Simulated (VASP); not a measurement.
# NbSi2 (P6_222) in VASP: relaxation of cell and atoms with r2SCAN

Aim: the relaxation of cell and atoms of NbSi2 with r2SCAN.

All numbers are computed with VASP 6.6.1; they aren't measurements. Logs are shortened: lines on timing, memory, paths and dates and some standing lists are left out, and cuts for length are marked.

## (1) The cell of the first run

Symmetry: P6_222, No. 180, hexagonal system. The conventional cell has a = 4.819 Å, b = 4.819 Å, c = 6.592 Å, α = 90.00°, β = 90.00°, γ = 120.00°. Within 3.5 Å of Nb (site symmetry 222) lie 10 Si at 2.62 to 2.84 Å and 4 Nb at 3.26 Å. Within 3.4 Å of Si (site symmetry 2) lie 9 Si at 2.57 to 3.33 Å and 5 Nb at 2.62 to 2.84 Å.

## (2) Relaxation of cell and atoms, r2SCAN

File POSCAR:

```
NbSi2
1.0
    4.8190000000      0.0000000000      0.0000000000
   -2.4095000000      4.1733764200      0.0000000000
    0.0000000000      0.0000000000      6.5920000000
Nb Si
3 6
Direct
    0.5000000000      0.0000000000      0.5000000000
    0.5000000000      0.5000000000      0.8333333300
    0.0000000000      0.5000000000      0.1666666700
    0.1599000000      0.3198000000      0.5000000000
    0.8401000000      0.1599000000      0.8333333300
    0.6802000000      0.8401000000      0.1666666700
    0.8401000000      0.6802000000      0.5000000000
    0.1599000000      0.8401000000      0.8333333300
    0.3198000000      0.1599000000      0.1666666700
```

File INCAR.step1:

```
  PREC = Accurate
  ENCUT = 600
  ISMEAR = -1
  SIGMA = 0.1
  LREAL = False
  LASPH = True
  NELM = 60
  GGA = PE
  ALGO = Normal
  EDIFF = 1E-4
  LWAVE = True
  LCHARG = False
```

File INCAR.step2:

```
  PREC = Accurate
  ENCUT = 600
  EDIFF = 1E-6
  ISMEAR = -1
  SIGMA = 0.1
  LREAL = False
  LASPH = True
  NELM = 60
  ALGO = Normal
  ISIF = 3
  LWAVE = False
  LCHARG = False
  METAGGA = R2SCAN
  LMIXTAU = True
  IBRION = 2
  NSW = 80
  EDIFFG = -0.01
  ISTART = 1
```

File KPOINTS:

```
Automatic mesh
0
Gamma
  8 8 5
```

Potentials or basis: VASP PAW PBE potentials, release 64 (Nb_sv, Si).

Launch:

```
$ cat potpaw_PBE.64/Nb_sv/POTCAR potpaw_PBE.64/Si/POTCAR > POTCAR
$ cp INCAR.step1 INCAR
$ mpirun -np 1 vasp_std > vasp.out
$ cp INCAR.step2 INCAR
$ mpirun -np 1 vasp_std > vasp.out
```

OUTCAR:

```text
PREC = Accurate
   ENCUT = 600
   EDIFF = 1E-6
   ISMEAR = -1
   LREAL = False
   LASPH = True
   NELM = 60
   ISIF = 3
   METAGGA = R2SCAN
   IBRION = 2
   NSW = 80
   EDIFFG = -0.01
   ISTART = 1

 ion  position               nearest neighbor table
   1  0.500  0.000  0.500-   5 2.62   6 2.62   8 2.62   9 2.62   7 2.75   4 2.75   4 2.75   7 2.75
                             4 2.84   7 2.84
   2  0.500  0.500  0.833-   4 2.62   7 2.62   6 2.62   9 2.62   5 2.75   8 2.75   8 2.75   5 2.75
                             8 2.84   5 2.84
   3  0.000  0.500  0.167-   4 2.62   7 2.62   5 2.62   8 2.62   9 2.75   6 2.75   9 2.75   6 2.75
                             6 2.84   9 2.84
   4  0.160  0.320  0.500-   5 2.57   9 2.57   2 2.62   3 2.62   7 2.67   1 2.75   1 2.75   1 2.84
                             7 2.84   7 2.84
   5  0.840  0.160  0.833-   4 2.57   6 2.57   1 2.62   3 2.62   8 2.67   2 2.75   2 2.75   2 2.84
                             8 2.84   8 2.84
   6  0.680  0.840  0.167-   7 2.57   5 2.57   1 2.62   2 2.62   9 2.67   3 2.75   3 2.75   3 2.84
                             9 2.84   9 2.84
   7  0.840  0.680  0.500-   6 2.57   8 2.57   2 2.62   3 2.62   4 2.67   1 2.75   1 2.75   1 2.84
                             4 2.84   4 2.84
   8  0.160  0.840  0.833-   7 2.57   9 2.57   1 2.62   3 2.62   5 2.67   2 2.75   2 2.75   2 2.84
                             5 2.84   5 2.84
   9  0.320  0.160  0.167-   4 2.57   8 2.57   1 2.62   2 2.62   6 2.67   3 2.75   3 2.75   3 2.84
                             6 2.84   6 2.84

  LATTYP: Found a hexagonal cell.
 ALAT       =     4.8190000000
 C/A-ratio  =     1.3679186553

  Lattice vectors:

 A1 = (   4.8190000000,   0.0000000000,   0.0000000000)
 A2 = (  -2.4095000000,   4.1733764200,   0.0000000000)
 A3 = (   0.0000000000,   0.0000000000,   6.5920000000)

Analysis of symmetry for initial positions (statically):
=====================================================================
 Subroutine PRICEL returns:
 Original cell was already a primitive cell.

 Routine SETGRP: Setting up the symmetry group for a
 hexagonal supercell.

 Subroutine GETGRP returns: Found 12 space group operations
 (whereof  4 operations were pure point group operations)
 out of a pool of 24 trial point group operations.

The static configuration has the point symmetry D_2 .
 The point group associated with its full space group is D_6 .

Analysis of symmetry for dynamics (positions and initial velocities):
=====================================================================
 Subroutine PRICEL returns:
 Original cell was already a primitive cell.

 Routine SETGRP: Setting up the symmetry group for a
 hexagonal supercell.

 Subroutine GETGRP returns: Found 12 space group operations
 (whereof  4 operations were pure point group operations)
 out of a pool of 24 trial point group operations.

The dynamic configuration has the point symmetry D_2 .
 The point group associated with its full space group is D_6 .

 Subroutine INISYM returns: Found 12 space group operations
 (whereof  4 operations are pure point group operations),
 and found     1 'primitive' translations

----------------------------------------------------------------------------------------

                                     Primitive cell

  volume of cell :     132.5750

  direct lattice vectors                    reciprocal lattice vectors
     4.819000000  0.000000000  0.000000000     0.207511932  0.119807070  0.000000000
    -2.409500000  4.173376420  0.000000000     0.000000000  0.239614140  0.000000000
     0.000000000  0.000000000  6.592000000     0.000000000  0.000000000  0.151699029

  length of vectors
     4.819000000  4.818999999  6.592000000     0.239614140  0.239614140  0.151699029

  position of ions in fractional coordinates (direct lattice)
     0.500000000  0.000000000  0.500000000
     0.500000000  0.500000000  0.833333330
     0.000000000  0.500000000  0.166666670
     0.159900000  0.319800000  0.500000000
     0.840100000  0.159900000  0.833333330
     0.680200000  0.840100000  0.166666670
     0.840100000  0.680200000  0.500000000
     0.159900000  0.840100000  0.833333330
     0.319800000  0.159900000  0.166666670

  ion indices of the primitive-cell ions
   primitive index   ion index
                 1           1
                 2           2
                 3           3
                 4           4
                 5           5
                 6           6
                 7           7
                 8           8
                 9           9

----------------------------------------------------------------------------------------

 KPOINTS: Automatic mesh

Automatic generation of k-mesh.
 Grid dimensions read from file:
 generate k-points for:    8    8    5

 Generating k-lattice:

  Cartesian coordinates                     Fractional coordinates (reciprocal lattice)
     0.025938991  0.014975884  0.000000000     0.125000000  0.000000000  0.000000000
     0.000000000  0.029951767  0.000000000     0.000000000  0.125000000  0.000000000
     0.000000000  0.000000000  0.030339806     0.000000000  0.000000000  0.200000000

  Length of vectors
     0.029951767  0.029951767  0.030339806

  Shift w.r.t. Gamma in fractional coordinates (k-lattice)
     0.000000000  0.000000000  0.000000000

 Subroutine IBZKPT returns following result:
 ===========================================

 Found     30 irreducible k-points:

 Following reciprocal coordinates:
            Coordinates               Weight
  0.000000  0.000000  0.000000      1.000000
  0.125000  0.000000  0.000000      6.000000
  0.250000  0.000000  0.000000      6.000000
  0.375000  0.000000  0.000000      6.000000
  0.500000  0.000000  0.000000      3.000000
  0.125000  0.125000  0.000000      6.000000
[... 16 lines left out ...]
  0.250000  0.000000  0.400000     12.000000
  0.375000  0.000000  0.400000     12.000000
 [... further k-points ...]
   k-points           NKPTS =     30   k-points in BZ     NKDIM =     30   number of bands    NBANDS=     37
   number of dos      NEDOS =    301   number of ions     NIONS =      9
   total plane-waves  NPLWV =  86400
   dimension x,y,z NGX =    40 NGY =   40 NGZ =   54
   dimension x,y,z NGXF=    80 NGYF=   80 NGZF=  108
   ions per type =               3   6
   NGX,Y,Z   is equivalent  to a cutoff of  13.80, 13.80, 13.62 a.u.
   NGXF,Y,Z  is equivalent  to a cutoff of  27.60, 27.60, 27.24 a.u.
 SYSTEM =  unknown system
   PREC   = accura    normal or accurate (medium, high low for compatibility)
   ISTART =      1    job   : 0-new  1-cont  2-samecut
   ICHARG =      0    charge: 1-file 2-atom 10-const
   ISPIN  =      1    spin polarized calculation?
   LNONCOLLINEAR =      F non collinear calculations
   LSORBIT =      F    spin-orbit coupling
   LASPH  =      T    aspherical Exc in radial PAW
   ENCUT  =  600.0 eV  44.10 Ry    6.64 a.u.   9.62  9.62 13.17*2*pi/ulx,y,z
   NELM   =     60;   NELMIN=  2; NELMDL=  0     # of ELM steps
   EDIFF  = 0.1E-05   stopping-criterion for ELM
   LREAL  =      F    real-space projection
   EDIFFG = -.1E-01   stopping-criterion for IOM
   NSW    =     80    number of steps for IOM
   IBRION =      2    ionic relax: 0-MD 1-quasi-New 2-CG
   NFREE  =      1    steps in history (QN), initial steepest desc. (CG)
   ISIF   =      3    stress and relaxation
   ISYM   =      2    0-nonsym 1-usesym 2-fastsym
   POTIM  = 0.5000    time-step for ionic-motion
   TEBEG  =    0.0;   TEEND  =   0.0 temperature during run
   PSTRESS=    0.0 pullay stress
   NELECT =      63.0000    total number of electrons
   NUPDOWN=      -1.0000    fix difference up-down
   EMIN   =  10.00;   EMAX   =-10.00  energy-range for DOS
   EFERMI =   0.00;   METHOD = LEGACY
   ISMEAR =    -1;   SIGMA  =   0.10  broadening in eV -4-tet -1-fermi 0-gaus
   EFERMI_NEDOS =   21; number of points for ismear=-14 and -15
   IALGO  =     38    algorithm
   IMIX   =      4    mixing-type and parameters
     AMIX     =   0.40;   BMIX     =  1.00
     AMIX_MAG =   1.60;   BMIX_MAG =  1.00
  volume/ion in A,a.u.               =      14.73        99.41
  Fermi-wavevector in a.u.,A,eV,Ry     =   1.277520  2.414163 22.205496  1.632058
  Thomas-Fermi vector in A             =   2.410115
   LORBIT       =      0    0 simple, 1 ext, 2 COOP (PROOUT), +10 PAW based schemes
   METAGGA = R2SCAN    functional components
   LHFCALC =     F    Hartree Fock is set to
   AEXX    =    0.0000 exact exchange contribution
   IVDW    =     0    specifies the selected vdW correction
   LEPSILON=     F    determine dielectric tensor
   LRPA    =     F    only Hartree local field effects (RPA)
 conjugate gradient relaxation of ions
 non-spin polarized calculation
  energy-cutoff  :      600.00
  volume of cell :      132.58
 maximum number of plane-waves:      4467
 NGX is ok and might be reduce to    40
   NGX = 19   NGY = 19   NGZ = 27

--------------------------------------- Ionic step        1  -------------------------------------------

 number of electron      62.9999998 magnetization

 Free energy of the ion-electron system (eV)
  ---------------------------------------------------
  ext. energy  EPLUGINS =         0.00000000
  ---------------------------------------------------
  free energy    TOTEN  =      -131.99327654 eV

  energy without entropy =     -131.90014122  energy(sigma->0) =     -131.94670888

------------------------ aborting loop because EDIFF is reached ----------------------------------------

  FORCE on cell =-STRESS in cart. coord.  units (eV):
  Direction    XX          YY          ZZ          XY          YZ          ZX
  --------------------------------------------------------------------------------------
  -------------------------------------------------------------------------------------
  Total       -2.0901397     -2.0901397     -1.2608974      0.0000000     -0.0000000      0.0000000
  in kB      -25.2594683    -25.2594683    -15.2380241      0.0000000     -0.0000000      0.0000000
  external PRESSURE =     -21.9189869 kB  Pullay stress =       0.0000000 kB
[... 200 lines left out ...]
  energy  without entropy=     -131.9181532714  energy(sigma->0) =     -131.96388144

--------------------------------------- Ionic step        6  -------------------------------------------

 number of electron      62.9999997 magnetization

 Free energy of the ion-electron system (eV)
  ---------------------------------------------------
  ext. energy  EPLUGINS =         0.00000000
  ---------------------------------------------------
  free energy    TOTEN  =      -132.01017038 eV

  energy without entropy =     -131.91973418  energy(sigma->0) =     -131.96495228

 E-fermi :  11.4857     XC(G=0): -12.9121

 val. band max:       11.4676716134   @ k =   0.3750   0.1250   0.2000
 cond. band min:      11.5682601309   @ k =   0.3750   0.2500   0.2000
 fundamental gap:      0.1005885175
 Fermi energy:        11.4856624967

 k-point     1 :       0.0000    0.0000    0.0000
  band No.  band energies     occupation
      1     -44.9541      2.00000
      2     -44.9122      2.00000
      3     -44.9122      2.00000
      4     -20.5033      2.00000
      5     -20.5033      2.00000
      6     -20.4922      2.00000
[... 949 lines left out ...]
     36      13.7025      0.00000
     37      14.3554      0.00000

 [... further k-points ...]

------------------------ aborting loop because EDIFF is reached ----------------------------------------

  FORCE on cell =-STRESS in cart. coord.  units (eV):
  Direction    XX          YY          ZZ          XY          YZ          ZX
  --------------------------------------------------------------------------------------
  -------------------------------------------------------------------------------------
  Total        0.0332300      0.0332300     -0.0596910      0.0000000      0.0000000      0.0000000
  in kB        0.4066958      0.4066958     -0.7305457      0.0000000      0.0000000      0.0000000
  external PRESSURE =       0.0276153 kB  Pullay stress =       0.0000000 kB
[... 24 lines left out ...]
  FREE ENERGIE OF THE ION-ELECTRON SYSTEM (eV)
  ---------------------------------------------------
  free  energy   TOTEN  =      -132.0101703756 eV

  energy  without entropy=     -131.9197341790  energy(sigma->0) =     -131.96495228

 reached required accuracy - stopping structural energy minimisation
```

It took 76 min on 1 thread of Oxide Virtual Turin-like, shared host; peak memory 0.37 GiB.

What came out:

- Free energy: -132.0102 eV
- Relaxed volume: 14.55 Å³/atom
- Relaxed cell: a = 4.793 Å, b = 4.793 Å, c = 6.580 Å, α = 90.00°, β = 90.00°, γ = 120.00°
- Space group after relaxing (to 0.1 Å): P6_222 (No. 180)
- Energy gained by relaxing: 1.9 meV/atom
- Ionic steps: 6
- Pressure after relaxing: 0.0 GPa
- Largest force after relaxing: 0.005 eV/Å
- Band gap on the k mesh: zero (an odd number of electrons rules out a gap without spin polarisation)

Forces in eV/Å, atoms in the order of the input:
```
Nb   0.000  0.000  0.000
Nb   0.000  0.000  0.000
Nb   0.000  0.000  0.000
Si   0.000 -0.005  0.000
Si   0.005 -0.003  0.000
Si   0.005  0.003  0.000
Si   0.000  0.005  0.000
Si  -0.005  0.003  0.000
Si  -0.005 -0.003  0.000
```

Step by step:
```
step  energy change (eV)  largest force (eV/Å)  pressure (GPa)  volume (Å³)
   1              0.0000                0.1381           -2.19       132.58
   2              0.0047                0.0442            3.17       128.74
   3             -0.0144                0.0975            0.23       130.77
   4             -0.0163                0.0317            0.00       130.88
   5             -0.0163                0.0332            0.00       130.88
   6             -0.0169                0.0052            0.00       130.91
```

Final structure:
```yaml
crystal:
  lattice:
    - [4.79299, 0.00000, 0.00000]
    - [-2.39650, 4.15085, 0.00000]
    - [0.00000, 0.00000, 6.58003]
  atoms:
    - { symbol: Nb, position: [0.50000, 0.00000, 0.50000] }
    - { symbol: Nb, position: [0.50000, 0.50000, 0.83333] }
    - { symbol: Nb, position: [0.00000, 0.50000, 0.16667] }
    - { symbol: Si, position: [0.15868, 0.31735, 0.50000] }
    - { symbol: Si, position: [0.84132, 0.15868, 0.83333] }
    - { symbol: Si, position: [0.68265, 0.84132, 0.16667] }
    - { symbol: Si, position: [0.84132, 0.68265, 0.50000] }
    - { symbol: Si, position: [0.15868, 0.84132, 0.83333] }
    - { symbol: Si, position: [0.31735, 0.15868, 0.16667] }
```

Levels at points of the mesh, in eV from the Fermi level:
```csv
k point,band 28,band 29,band 30,band 31,band 32,band 33,band 34,band 35,band 36,band 37
"(0.00, 0.00, 0.00)",-2.35,-2.35,-2.07,-2.07,-1.18,0.90,3.38,3.61,3.62,3.62
"(0.50, 0.00, 0.00)",-2.03,-1.07,-0.72,-0.11,-0.03,0.84,1.29,1.66,2.15,2.23
```

Caveat: the PAW data sets were made with another functional, which shifts forces and pressure a little.

The gap in the log of VASP goes by the Fermi energy; the results here count the filled bands.